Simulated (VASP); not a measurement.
Wanted: the native input for a VASP 6.6.1 run.

```
Task                   : relaxation of cell and atoms
Functional             : PBEsol
Potentials or basis    : VASP PAW PBE potentials, release 64 (Cs_sv, Sn_d, Br)
Cutoff                 : 500 eV
k mesh                 : 6 × 6 × 6
Occupations            : gaussian, width 0.02 eV
Spin                   : no spin polarisation
Dipole correction      : no
Further INCAR settings : ALGO = Normal; EDIFF = 1e-07; IBRION = 2; EDIFFG = -0.005; NSW = 100; ISIF = 3
```

The structure of CsSnBr3 lies in POSCAR:

```
CsSnBr3
1.0
    5.8390056100      0.0000000000      0.0000000000
    0.0000000000      5.8390056100      0.0000000000
    0.0000000000      0.0000000000      5.8390056100
Cs Sn Br
1 1 3
Direct
    0.0000000000      0.0000000000      0.0000000000
    0.5000000000      0.5000000000      0.5000000000
    0.5000000000      0.0000000000      0.5000000000
    0.5000000000      0.5000000000      0.0000000000
    0.0000000000      0.5000000000      0.5000000000
```

These files were run (other wordings do the same):

INCAR

```
SYSTEM = CsSnBr3
PREC     = Accurate       ! precision mode
ENCUT    = 500            ! plane-wave cutoff, eV
EDIFF    = 1E-7           ! SCF threshold, eV
ISMEAR   = 0              ! smearing method
SIGMA    = 0.02           ! smearing width, eV
LREAL    = .FALSE.        ! projectors in reciprocal space
LASPH    = .TRUE.         ! aspherical terms in the spheres
NELM     = 120            ! most SCF steps
ALGO     = Normal         ! electronic algorithm
ISIF     = 3              ! what is computed and relaxed
LWAVE    = .FALSE.        ! write WAVECAR
LCHARG   = .FALSE.        ! write CHGCAR
GGA      = PS             ! functional
IBRION   = 2              ! ionic algorithm
NSW      = 100            ! ionic steps
EDIFFG   = -0.005         ! ionic threshold
GGA_COMPAT= .FALSE.      
NELMIN   = 4
```

KPOINTS

```
Automatic mesh
0
G
  6 6 6
  0 0 0
```

Potentials or basis: VASP PAW PBE potentials, release 64 (Cs_sv, Sn_d, Br).

Command:

```bash
$ cat potpaw_PBE.64/Cs_sv/POTCAR potpaw_PBE.64/Sn_d/POTCAR potpaw_PBE.64/Br/POTCAR > POTCAR
$ mpirun -np 1 vasp_std > vasp.out
```

It gave:

| Quantity | Value |
| --- | --- |
| Relaxed volume | 38.35 Å³/atom |
| Relaxed cell | a = 5.767 Å, b = 5.767 Å, c = 5.767 Å, α = 90.00°, β = 90.00°, γ = 90.00° |
| Space group after relaxing (to 0.05 Å) | Pm-3m (No. 221) |
| Energy gained by relaxing | 3.7 meV/atom |
| Ionic steps | 3 |
| Pressure after relaxing | 0.0 GPa |
| Band gap on the k mesh | 0.22 eV, direct |

Caveat: the PAW data sets were made with another functional, which shifts forces and pressure a little; spin-orbit coupling is left out, which moves the levels of the heavy elements.

It took 2.8 min on 1 thread of AMD EPYC 9R45 96-Core Processor (Zen 5), with other jobs on the host, peak memory 0.37 GiB.
